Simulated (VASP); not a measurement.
# Be2C (Fm-3m) in VASP: single point with PBE

Aim: the single point of Be2C with PBE.

Everything below comes from runs of VASP 6.6.1. Logs are shortened: lines on timing, memory, paths and dates and some standing lists are left out, and cuts for length are marked.

## (1) The cell of the first run

It takes space group Fm-3m (No. 225, cubic). The conventional cell has a = 4.330 Å, b = 4.330 Å, c = 4.330 Å, α = 90.00°, β = 90.00°, γ = 90.00°. Be (site symmetry -43m) has 4 C at 1.87 Å and 6 Be at 2.16 Å within 2.5 Å. C (site symmetry m-3m) has 8 Be at 1.87 Å within 2.5 Å.

## (2) Single point, PBE

INCAR reads:

```
SYSTEM = Be2C
ALGO = Normal
EDIFF = 1E-6
ENCUT = 600
GGA = PE
GGA_COMPAT = .FALSE.
ISIF = 2
ISMEAR = 0
LASPH = .TRUE.
LCHARG = .FALSE.
LREAL = .FALSE.
LWAVE = .FALSE.
NBANDS = 11
NELM = 120
PREC = Accurate
SIGMA = 0.01
```

KPOINTS reads:

```
k-points
0
G
  7 7 7
  0 0 0
```

POSCAR reads:

```
Be2C
1.0
    3.0617720000      0.0000000000      0.0000000000
    1.5308860000      2.6515723326      0.0000000000
    1.5308860000      0.8838574442      2.4999263696
Be C
2 1
Direct
    0.2500000000      0.2500000000      0.2500000000
    0.7500000000      0.7500000000      0.7500000000
    0.0000000000      0.0000000000      0.0000000000
```

Potentials or basis: VASP PAW PBE potentials, release 64 (Be, C).

The run is started by

```bash
$ cat potpaw_PBE.64/Be/POTCAR potpaw_PBE.64/C/POTCAR > POTCAR
$ mpirun -np 1 vasp_std > vasp.out
```

OUTCAR:

```text
SYSTEM = Be2C
   EDIFF = 1E-6
   ENCUT = 600
   GGA = PE
   ISIF = 2
   ISMEAR = 0
   LASPH = .TRUE.
   LREAL = .FALSE.
   NELM = 120
   PREC = Accurate

 ion  position               nearest neighbor table
   1  0.250  0.250  0.250-   3 1.87   3 1.87   3 1.87   3 1.87   2 2.16   2 2.16   2 2.16   2 2.16
                             2 2.16   2 2.16
   2  0.750  0.750  0.750-   3 1.87   3 1.87   3 1.87   3 1.87   1 2.16   1 2.16   1 2.16   1 2.16
                             1 2.16   1 2.16
   3  0.000  0.000  0.000-   1 1.87   2 1.87   2 1.87   1 1.87   1 1.87   2 1.87   2 1.87   1 1.87

  LATTYP: Found a face centered cubic cell.
 ALAT       =     4.3299994873

  Lattice vectors:

 A1 = (   3.0617720000,   0.0000000000,   0.0000000000)
 A2 = (   1.5308860000,   2.6515723326,   0.0000000000)
 A3 = (   1.5308860000,   0.8838574442,   2.4999263696)

Analysis of symmetry for initial positions (statically):
=====================================================================
 Subroutine PRICEL returns:
 Original cell was already a primitive cell.

 Routine SETGRP: Setting up the symmetry group for a
 face centered cubic supercell.

 Subroutine GETGRP returns: Found 48 space group operations
 (whereof 48 operations were pure point group operations)
 out of a pool of 48 trial point group operations.

The static configuration has the point symmetry O_h .

Analysis of symmetry for dynamics (positions and initial velocities):
=====================================================================
 Subroutine PRICEL returns:
 Original cell was already a primitive cell.

 Routine SETGRP: Setting up the symmetry group for a
 face centered cubic supercell.

 Subroutine GETGRP returns: Found 48 space group operations
 (whereof 48 operations were pure point group operations)
 out of a pool of 48 trial point group operations.

The dynamic configuration has the point symmetry O_h .

 Subroutine INISYM returns: Found 48 space group operations
 (whereof 48 operations are pure point group operations),
 and found     1 'primitive' translations

----------------------------------------------------------------------------------------

                                     Primitive cell

  volume of cell :      20.2957

  direct lattice vectors                    reciprocal lattice vectors
     3.061772000  0.000000000  0.000000000     0.326608252 -0.188567362 -0.133337260
     1.530886000  2.651572333  0.000000000     0.000000000  0.377134724 -0.133337260
     1.530886000  0.883857444  2.499926370     0.000000000  0.000000000  0.400011781

[... 90 lines left out ...]
   PSTRESS=    0.0 pullay stress
   NELECT =       8.0000    total number of electrons
   NUPDOWN=      -1.0000    fix difference up-down
   EMIN   =  10.00;   EMAX   =-10.00  energy-range for DOS
   EFERMI =   0.00;   METHOD = LEGACY
   ISMEAR =     0;   SIGMA  =   0.01  broadening in eV -4-tet -1-fermi 0-gaus
   EFERMI_NEDOS =   21; number of points for ismear=-14 and -15
   IALGO  =     38    algorithm
   IMIX   =      4    mixing-type and parameters
     AMIX     =   0.40;   BMIX     =  1.00
     AMIX_MAG =   1.60;   BMIX_MAG =  1.00
  volume/ion in A,a.u.               =       6.77        45.65
  Fermi-wavevector in a.u.,A,eV,Ry     =   1.200338  2.268310 19.603436  1.440812
  Thomas-Fermi vector in A             =   2.336177
   LORBIT       =      0    0 simple, 1 ext, 2 COOP (PROOUT), +10 PAW based schemes
   GGA     = PE    functional components
   LHFCALC =     F    Hartree Fock is set to
   AEXX    =    0.0000 exact exchange contribution
   IVDW    =     0    specifies the selected vdW correction
   LEPSILON=     F    determine dielectric tensor
   LRPA    =     F    only Hartree local field effects (RPA)
 non-spin polarized calculation
 Gauss-broadening in eV      SIGMA  =   0.01
  energy-cutoff  :      600.00
  volume of cell :       20.30
 maximum number of plane-waves:       688
   NGX = 13   NGY = 13   NGZ = 13

 number of electron       8.0000000 magnetization

 Free energy of the ion-electron system (eV)
  ---------------------------------------------------
  ext. energy  EPLUGINS =         0.00000000
  ---------------------------------------------------
  free energy    TOTEN  =       -17.45534116 eV

  energy without entropy =      -17.45534116  energy(sigma->0) =      -17.45534116

 E-fermi :   7.8179     XC(G=0): -11.4361

 val. band max:        7.7245350212   @ k =   0.0000   0.0000   0.0000
 cond. band min:       9.1184620252   @ k =   0.4286   0.4286   0.0000
 fundamental gap:      1.3939270040
 Fermi energy:         7.8179052931

 k-point     1 :       0.0000    0.0000    0.0000
  band No.  band energies     occupation
      1      -7.3116      2.00000
      2       7.7245      2.00000
      3       7.7245      2.00000
      4       7.7245      2.00000
      5      11.8507      0.00000
      6      11.8507      0.00000
      7      11.8507      0.00000
      8      14.4685      0.00000
      9      20.8882      0.00000
     10      20.8882      0.00000
     11      20.8882      0.00000
[... 253 lines left out ...]
 k-point    20 :      -0.2857    0.4286    0.1429
  band No.  band energies     occupation
      1      -3.4882      2.00000
      2       0.8666      2.00000
      3       1.7030      2.00000
      4       3.0017      2.00000
      5      12.6528      0.00000
      6      16.2044      0.00000
      7      17.2853      0.00000
      8      18.1027      0.00000
      9      21.1717      0.00000
     10      21.4715      0.00000
     11      25.2642      0.00000

------------------------ aborting loop because EDIFF is reached ----------------------------------------

  FORCE on cell =-STRESS in cart. coord.  units (eV):
  Direction    XX          YY          ZZ          XY          YZ          ZX
  --------------------------------------------------------------------------------------
  -------------------------------------------------------------------------------------
  Total        0.0036169      0.0036169      0.0036169      0.0000000      0.0000000      0.0000000
  in kB        0.2855227      0.2855227      0.2855227      0.0000000      0.0000000      0.0000000
  external PRESSURE =       0.2855227 kB  Pullay stress =       0.0000000 kB

 VOLUME and BASIS-vectors are now :
 -----------------------------------------------------------------------------
  energy-cutoff  :      600.00
  volume of cell :       20.30
      direct lattice vectors                 reciprocal lattice vectors
     3.061772000  0.000000000  0.000000000     0.326608252 -0.188567362 -0.133337260
     1.530886000  2.651572333  0.000000000     0.000000000  0.377134724 -0.133337260
     1.530886000  0.883857444  2.499926370     0.000000000  0.000000000  0.400011781

 POSITION                                       TOTAL-FORCE (eV/Angst)
 -----------------------------------------------------------------------------------
      1.53089      0.88386      0.62498        -0.000000     -0.000000     -0.000000
      4.59266      2.65157      1.87494         0.000000      0.000000      0.000000
      0.00000      0.00000      0.00000         0.000000     -0.000000     -0.000000
 -----------------------------------------------------------------------------------
    total drift:                                0.000000     -0.000000     -0.000000

  FREE ENERGIE OF THE ION-ELECTRON SYSTEM (eV)
  ---------------------------------------------------
  free  energy   TOTEN  =       -17.4553411582 eV

  energy  without entropy=      -17.4553411582  energy(sigma->0) =      -17.45534116
```

OSZICAR:

```text
N       E                     dE             d eps       ncg     rms          rms(c)
DAV:   1     0.780680883622E+01    0.78068E+01   -0.42688E+03   448   0.744E+02
DAV:   2    -0.174881539449E+02   -0.25295E+02   -0.23647E+02   579   0.132E+02
DAV:   3    -0.185541818102E+02   -0.10660E+01   -0.10617E+01   569   0.208E+01
DAV:   4    -0.185604715586E+02   -0.62897E-02   -0.62879E-02   519   0.182E+00
DAV:   5    -0.185605054924E+02   -0.33934E-04   -0.33933E-04   546   0.123E-01    0.534E+00
DAV:   6    -0.175165960995E+02    0.10439E+01   -0.30889E+00   458   0.834E+00    0.210E+00
DAV:   7    -0.174645197588E+02    0.52076E-01   -0.18841E-01   530   0.299E+00    0.126E+00
DAV:   8    -0.174555400748E+02    0.89797E-02   -0.11295E-02   470   0.121E+00    0.213E-01
DAV:   9    -0.174553396862E+02    0.20039E-03   -0.29640E-04   552   0.108E-01    0.120E-01
DAV:  10    -0.174553416843E+02   -0.19982E-05   -0.15335E-04   494   0.843E-02    0.112E-02
DAV:  11    -0.174553412844E+02    0.39991E-06   -0.19297E-05   522   0.228E-02    0.286E-03
DAV:  12    -0.174553411582E+02    0.12627E-06   -0.77285E-07   253   0.638E-03
   1 F= -.17455341E+02 E0= -.17455341E+02  d E =-.677784E-42
```

stdout:

```text
POSCAR found type information on POSCAR BeC
 POSCAR found :  2 types and       3 ions
 scaLAPACK will be used
 LDA part: xc-table for (Slater+PW92), standard interpolation
 POSCAR, INCAR and KPOINTS ok, starting setup
 FFT: planning ... GRIDC
 FFT: planning ... GRID_SOFT
 FFT: planning ... GRID
 WAVECAR not read
 entering main loop
```

Wall time 3 s (1 thread of Intel Xeon 6975P-C (Granite Rapids), shared host); peak memory 0.12 GiB.

What came out:

- Free energy: -17.4553 eV
- Pressure: 0.0 GPa
- Band gap on the k mesh: 1.39 eV (least direct gap 4.13 eV)

Caveat: an odd mesh through Γ misses points on the zone boundary, where band edges can lie.
